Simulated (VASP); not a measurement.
Write the native input for VASP 6.6.1 that does the following.

```yaml
Task: single point
Functional: r2SCAN
Potentials_or_basis: VASP PAW PBE potentials, release 64 (Zr_sv, B)
Cutoff: 520 eV
k_mesh: 10 × 10 × 8
Occupations: fermi-dirac, width 0.05 eV
Spin: no spin polarisation
Dipole_correction: no
Further_INCAR_settings: ALGO = Normal; EDIFF = 1e-06; NBANDS = 16
```

Crystal: ZrB2.

```
Zr B
1.0
     3.12716    0.00000    0.00000
    -1.56358    2.70820    0.00000
     0.00000    0.00000    3.48525
Zr B
1 2
Direct
  0.00000 0.00000 0.00000
  0.66667 0.33333 0.50000
  0.33333 0.66667 0.50000
```

These files were run (other wordings do the same):

POSCAR

```
ZrB2
1.0
    3.1271569103      0.0000000000      0.0000000000
   -1.5635784551      2.7081973259      0.0000000000
    0.0000000000      0.0000000000      3.4852509034
Zr B
1 2
Direct
    0.0000000000      0.0000000000      0.0000000000
    0.6666666667      0.3333333333      0.5000000000
    0.3333333333      0.6666666667      0.5000000000
```

INCAR.step1

```
SYSTEM = ZrB2
PREC = Accurate ; ENCUT = 520
ISMEAR = -1 ; SIGMA = 0.05
LREAL = .FALSE. ; LASPH = .TRUE.
NELM = 60 ; NBANDS = 16
GGA = PE ; ALGO = Normal
EDIFF = 1E-4 ; LWAVE = .TRUE.
LCHARG = .FALSE.
```

INCAR.step2

```
SYSTEM = ZrB2
PREC = Accurate ; ENCUT = 520
EDIFF = 1E-6 ; ISMEAR = -1
SIGMA = 0.05 ; LREAL = .FALSE.
LASPH = .TRUE. ; NELM = 60
ALGO = Normal ; ISIF = 2
LWAVE = .FALSE. ; LCHARG = .FALSE.
METAGGA = R2SCAN ; LMIXTAU = .TRUE.
NBANDS = 16 ; ISTART = 1
```

KPOINTS

```
Automatic mesh
0
G
  10 10 8
  0 0 0
```

Potentials or basis: VASP PAW PBE potentials, release 64 (Zr_sv, B).

The run is started by

```bash
$ cat potpaw_PBE.64/Zr_sv/POTCAR potpaw_PBE.64/B/POTCAR > POTCAR
$ cp INCAR.step1 INCAR
$ mpirun -np 1 vasp_std > vasp.out
$ cp INCAR.step2 INCAR
$ mpirun -np 1 vasp_std > vasp.out
```

It gave:

| Item | Value |
| --- | --- |
| Pressure | 11.8 GPa |
| Band gap on the k mesh | zero (bands 9 and 10 overlap by 0.91 eV) |

Caveat: the cell stands under pressure; the PAW data sets were made with another functional, which shifts forces and pressure a little.

Wall time 2.1 min on 1 thread of Intel Xeon 8259CL (shared host), peak memory 0.17 GiB.
